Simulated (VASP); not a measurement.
A run of VASP 6.6.1 is set up as follows.

File INCAR:

```
ALGO = Normal
EDIFF = 1E-6
ENCUT = 600
GGA = CA
GGA_COMPAT = F
ISIF = 2
ISMEAR = -1
LASPH = T
LCHARG = F
LREAL = F
LWAVE = F
NBANDS = 58
NELM = 120
PREC = Accurate
SIGMA = 0.05
```

File KPOINTS:

```
k-points
0
Gamma
  12 12 3
```

The input POSCAR:

```
Lu
1.0
    3.0945255790      0.0000000000      0.0000000000
   -1.5472627895      2.6799377640      0.0000000000
    0.0000000000      0.0000000000      9.9967118518
Lu
4
Direct
    0.0000000000      0.0000000000      0.0000000000
    0.0000000000      0.0000000000      0.5000000000
    0.3333333333      0.6666666667      0.2500000000
    0.6666666667      0.3333333333      0.7500000000
```

Potentials or basis: VASP PAW PBE potentials, release 64 (Lu).

Launch:

```bash
$ cat potpaw_PBE.64/Lu/POTCAR > POTCAR
$ mpirun -np 1 vasp_std > vasp.out
```

What does it give for the band gap on the k mesh?

Zero (bands 50 and 51 overlap by 2.13 eV).

Estimate the pressure.

16.2 GPa.

Caveat: the cell stands under pressure; the PAW data sets were made with another functional, which shifts forces and pressure a little; spin-orbit coupling is left out, which moves the levels of the heavy elements.
